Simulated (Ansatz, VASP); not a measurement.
## One calculation of Zn, two programs

```
Zn
1.0
    -1.52623    1.52623    1.52623
     1.52623   -1.52623    1.52623
     1.52623    1.52623   -1.52623
Zn
1
Cartesian
  0.0000 0.0000 0.0000
```

Alike in both runs: task relaxation of cell and atoms; functional r2SCAN; k mesh 26 × 26 × 26; occupations gaussian, width 0.1 eV; no spin polarisation.

```csv
,VASP,Ansatz
version,VASP 6.6.1,Ansatz 0.2.0
potentials or method,"VASP PAW PBE potentials, release 64 (Zn), cutoff 600 eV","scalar-relativistic, plane waves, PAW"
valence electrons in the cell,12,12
```

```csv
,VASP,Ansatz,Ansatz less VASP
"gap on the k mesh at the Fermi level, each at its own relaxed structure (eV)",none,none,-
relaxed volume (Å³/atom),14.48,14.42,-0.057
relaxed cell length with the largest relative difference (Å),2.659,2.656,-0.0035
```

VASP's potentials were made for PBE, not for r2SCAN. A gap of «none» marks a metal or a gap that the smearing closes.
